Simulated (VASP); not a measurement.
# HgTe (F-43m) in VASP: a series of runs, part 2 of 2

VASP 6.6.1.

### 6 Single point, PBEsol

INCAR

```
SYSTEM = HgTe
ALGO = Normal
EDIFF = 1E-7
ENCUT = 520
GGA = PS
ISIF = 2
ISMEAR = -1
LASPH = .TRUE.
LCHARG = .FALSE.
LREAL = .FALSE.
LWAVE = .FALSE.
NBANDS = 16
NELM = 80
PREC = Accurate
SIGMA = 0.15
```

KPOINTS

```
k-points
0
G
  12 12 12
  0 0 0
```

POSCAR

```
HgTe
1.0
    0.0000000000      3.2552270066      3.2552270066
    3.2552270066      0.0000000000      3.2552270066
    3.2552270066      3.2552270066      0.0000000000
Hg Te
1 1
Direct
    0.0000000000      0.0000000000      0.0000000000
    0.7500000000      0.7500000000      0.7500000000
```

Potentials or basis: VASP PAW PBE potentials, release 64 (Hg, Te).

Started as:

```sh
$ cat potpaw_PBE.64/Hg/POTCAR potpaw_PBE.64/Te/POTCAR > POTCAR
$ mpirun -np 1 vasp_std > vasp.out
```

OUTCAR:

```text
SYSTEM = HgTe
   EDIFF = 1E-7
   ENCUT = 520
   GGA = PS
   ISIF = 2
   ISMEAR = -1
   LASPH = .TRUE.
   LREAL = .FALSE.
   NELM = 80
   PREC = Accurate

 ion  position               nearest neighbor table
   1  0.000  0.000  0.000-   2 2.82   2 2.82   2 2.82   2 2.82
   2  0.750  0.750  0.750-   1 2.82   1 2.82   1 2.82   1 2.82

  LATTYP: Found a face centered cubic cell.
 ALAT       =     6.5104540132

  Lattice vectors:

 A1 = (   0.0000000000,   3.2552270066,   3.2552270066)
 A2 = (   3.2552270066,   0.0000000000,   3.2552270066)
 A3 = (   3.2552270066,   3.2552270066,   0.0000000000)

Analysis of symmetry for initial positions (statically):
=====================================================================
 Subroutine PRICEL returns:
 Original cell was already a primitive cell.

 Routine SETGRP: Setting up the symmetry group for a
 face centered cubic supercell.

 Subroutine GETGRP returns: Found 24 space group operations
 (whereof 24 operations were pure point group operations)
 out of a pool of 48 trial point group operations.

The static configuration has the point symmetry T_d .

Analysis of symmetry for dynamics (positions and initial velocities):
=====================================================================
 Subroutine PRICEL returns:
 Original cell was already a primitive cell.

 Routine SETGRP: Setting up the symmetry group for a
 face centered cubic supercell.

 Subroutine GETGRP returns: Found 24 space group operations
 (whereof 24 operations were pure point group operations)
 out of a pool of 48 trial point group operations.

The dynamic configuration has the point symmetry T_d .

 Subroutine INISYM returns: Found 24 space group operations
 (whereof 24 operations are pure point group operations),
 and found     1 'primitive' translations

----------------------------------------------------------------------------------------

                                     Primitive cell
[... 104 lines left out ...]
   EMIN   =  10.00;   EMAX   =-10.00  energy-range for DOS
   EFERMI =   0.00;   METHOD = LEGACY
   ISMEAR =    -1;   SIGMA  =   0.15  broadening in eV -4-tet -1-fermi 0-gaus
   EFERMI_NEDOS =   21; number of points for ismear=-14 and -15
   IALGO  =     38    algorithm
   IMIX   =      4    mixing-type and parameters
     AMIX     =   0.40;   BMIX     =  1.00
     AMIX_MAG =   1.60;   BMIX_MAG =  1.00
  volume/ion in A,a.u.               =      34.49       232.78
  Fermi-wavevector in a.u.,A,eV,Ry     =   1.046103  1.976848 14.889280  1.094331
  Thomas-Fermi vector in A             =   2.180927
   LORBIT       =      0    0 simple, 1 ext, 2 COOP (PROOUT), +10 PAW based schemes
   GGA     = PS    functional components
   LHFCALC =     F    Hartree Fock is set to
   AEXX    =    0.0000 exact exchange contribution
   IVDW    =     0    specifies the selected vdW correction
   LEPSILON=     F    determine dielectric tensor
   LRPA    =     F    only Hartree local field effects (RPA)
 non-spin polarized calculation
  energy-cutoff  :      520.00
  volume of cell :       68.99
 maximum number of plane-waves:      1880
 NGX is ok and might be reduce to    36
   NGX = 17   NGY = 17   NGZ = 17

 number of electron      18.0000002 magnetization

 Free energy of the ion-electron system (eV)
  ---------------------------------------------------
  ext. energy  EPLUGINS =         0.00000000
  ---------------------------------------------------
  free energy    TOTEN  =        -4.37966141 eV

  energy without entropy =       -4.37160585  energy(sigma->0) =       -4.37563363

 E-fermi :   2.9778     XC(G=0):  -8.8401

 val. band max:        2.7257606809   @ k =   0.0000   0.0000   0.0000
 cond. band min:       3.1155451262   @ k =   0.0833   0.0000   0.0000
 fundamental gap:      0.3897844453
 Fermi energy:         2.9778136229

 k-point     1 :       0.0000    0.0000    0.0000
  band No.  band energies     occupation
      1      -9.1454      2.00000
      2      -4.4939      2.00000
      3      -4.4939      2.00000
      4      -4.4939      2.00000
      5      -3.9835      2.00000
      6      -3.9835      2.00000
[... 433 lines left out ...]
      3      -4.3307      2.00000
      4      -4.0001      2.00000
      5      -3.9732      2.00000
      6      -3.6784      2.00000
[... 8 lines left out ...]
     15      11.9975      0.00000
     16      12.1821      0.00000

 [... further k-points ...]
[... 5 lines left out ...]
  --------------------------------------------------------------------------------------
  -------------------------------------------------------------------------------------
  Total        0.0445792      0.0445792      0.0445792      0.0000000      0.0000000     -0.0000000
  in kB        1.0353073      1.0353073      1.0353073      0.0000000      0.0000000     -0.0000000
  external PRESSURE =       1.0353073 kB  Pullay stress =       0.0000000 kB

 VOLUME and BASIS-vectors are now :
 -----------------------------------------------------------------------------
  energy-cutoff  :      520.00
  volume of cell :       68.99
      direct lattice vectors                 reciprocal lattice vectors
     0.000000000  3.255227007  3.255227007    -0.153599119  0.153599119  0.153599119
     3.255227007  0.000000000  3.255227007     0.153599119 -0.153599119  0.153599119
     3.255227007  3.255227007  0.000000000     0.153599119  0.153599119 -0.153599119

 POSITION                                       TOTAL-FORCE (eV/Angst)
 -----------------------------------------------------------------------------------
      0.00000      0.00000      0.00000         0.000000      0.000000      0.000000
      4.88284      4.88284      4.88284        -0.000000     -0.000000     -0.000000
 -----------------------------------------------------------------------------------
    total drift:                                0.000000      0.000000      0.000000

  FREE ENERGIE OF THE ION-ELECTRON SYSTEM (eV)
  ---------------------------------------------------
  free  energy   TOTEN  =        -4.3796614114 eV

  energy  without entropy=       -4.3716058529  energy(sigma->0) =       -4.37563363
```

OSZICAR:

```text
N       E                     dE             d eps       ncg     rms          rms(c)
DAV:   1     0.103496425954E+03    0.10350E+03   -0.79384E+03  2312   0.970E+02
DAV:   2    -0.883191582097E+00   -0.10438E+03   -0.97045E+02  2648   0.224E+02
DAV:   3    -0.457707103671E+01   -0.36939E+01   -0.36843E+01  2896   0.440E+01
DAV:   4    -0.461099688137E+01   -0.33926E-01   -0.33924E-01  3352   0.378E+00
DAV:   5    -0.461110615584E+01   -0.10927E-03   -0.10927E-03  3024   0.189E-01    0.733E+00
DAV:   6    -0.439179661612E+01    0.21931E+00   -0.43525E-01  2696   0.897E+00    0.590E+00
DAV:   7    -0.438181422771E+01    0.99824E-02   -0.95249E-02  2680   0.210E+00    0.222E+00
DAV:   8    -0.437988726899E+01    0.19270E-02   -0.96954E-03  2608   0.113E+00    0.549E-01
DAV:   9    -0.437964701155E+01    0.24026E-03   -0.68732E-04  2920   0.299E-01    0.106E-01
DAV:  10    -0.437965588702E+01   -0.88755E-05   -0.76375E-05  2856   0.797E-02    0.481E-02
DAV:  11    -0.437966232949E+01   -0.64425E-05   -0.17198E-05  2848   0.316E-02    0.238E-02
DAV:  12    -0.437966142004E+01    0.90945E-06   -0.27047E-06  2640   0.128E-02    0.132E-02
DAV:  13    -0.437966141136E+01    0.86836E-08   -0.23744E-07  2936   0.301E-03
   1 F= -.43796614E+01 E0= -.43756336E+01  d E =-.805556E-02
```

Run time: 3.3 min. Hardware: 1 thread of AMD EPYC 7R13, shared host; peak memory 0.23 GiB.

What came out:

```yaml
Free_energy: -4.3797 eV
Pressure: 0.1 GPa
Band_gap_on_the_k_mesh: zero (filled and empty bands touch)
```

Caveat: the PAW data sets were made with another functional, which shifts forces and pressure a little; spin-orbit coupling is left out, which moves the levels of the heavy elements.

### 7 The runs side by side

```tsv
cell	k mesh	smearing	gap on the mesh (eV)	pressure (GPa)
a = 4.605 Å, angles 60.0°, 2 atoms	12 × 12 × 12	gaussian 0.1 eV	none	0.1
a = 4.604 Å, angles 60.0°, 2 atoms	12 × 12 × 12	fermi-dirac 0.15 eV	none	0.1
a = 4.605 Å, angles 60.0°, 2 atoms	16 × 16 × 16	gaussian 0.15 eV	none	0.1
a = 4.605 Å, angles 120.0, 60.0, 120.0°, 2 atoms	9 × 9 × 9	gaussian 0.1 eV	none	0.1
```

Alike in all rows: task single point; level PBEsol; potentials or basis VASP PAW PBE potentials, release 64 (Hg, Te); no spin polarisation; cutoff (eV) 520.

Every run on the cell as given and a fine mesh finds a metal.

Caveats: the PAW data sets were made with another functional, which shifts forces and pressure a little; spin-orbit coupling is left out, which moves the levels of the heavy elements.

Total energies depend on the potentials used, so only differences within one code and one set of settings carry meaning.
